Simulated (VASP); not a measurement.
Al2BP3:

```
CELL_PARAMETERS angstrom
4.98370 0.00000 0.00000
-2.49185 4.31601 0.00000
0.00000 0.00000 4.37199
ATOMIC_POSITIONS crystal
Al 0.33333 0.66667 0.00000
Al 0.66667 0.33333 0.00000
B 0.00000 0.00000 0.50000
P 0.50000 0.00000 0.50000
P 0.00000 0.50000 0.50000
P 0.50000 0.50000 0.50000
```

| Item | Value |
| --- | --- |
| Program | VASP 6.6.1 |
| Task | relaxation of cell and atoms |
| Functional | PBE |
| Potentials or basis | VASP PAW PBE potentials, release 64 (Al, B, P) |
| Cutoff | 600 eV |
| k mesh | 12 × 12 × 10 |
| Occupations | gaussian, width 0.1 eV |
| Spin | no spin polarisation |

At the start: pressure -0.0 GPa; volume 15.67 Å³/atom.

How do energy, volume and symmetry change on relaxing?

Over 9 steps the energy falls by 3.4 meV/atom; space group P6/mmm (No. 191, to 0.05 Å).

The path:
```
step  energy change (eV)  largest force (eV/Å)  pressure (GPa)  volume (Å³)
   1              0.0000                0.0000           -0.03        94.04
   2             -0.0069                0.0000           -0.01        93.99
   3             -0.0194                0.0000            0.10        93.86
   4             -0.0027                0.0000            0.53        93.50
   5             -0.0196                0.0000            0.21        93.77
   6             -0.0203                0.0000            0.16        93.81
   7             -0.0203                0.0000            0.17        93.81
   8             -0.0204                0.0000           -0.08        94.17
   9             -0.0204                0.0000            0.01        94.04
```

Final structure:
```
CELL_PARAMETERS angstrom
4.92110 0.00000 0.00000
-2.46055 4.26179 0.00000
0.00000 0.00000 4.48370
ATOMIC_POSITIONS crystal
Al 0.33333 0.66667 0.00000
Al 0.66667 0.33333 0.00000
B 0.00000 0.00000 0.50000
P 0.50000 0.00000 0.50000
P 0.00000 0.50000 0.50000
P 0.50000 0.50000 0.50000
```
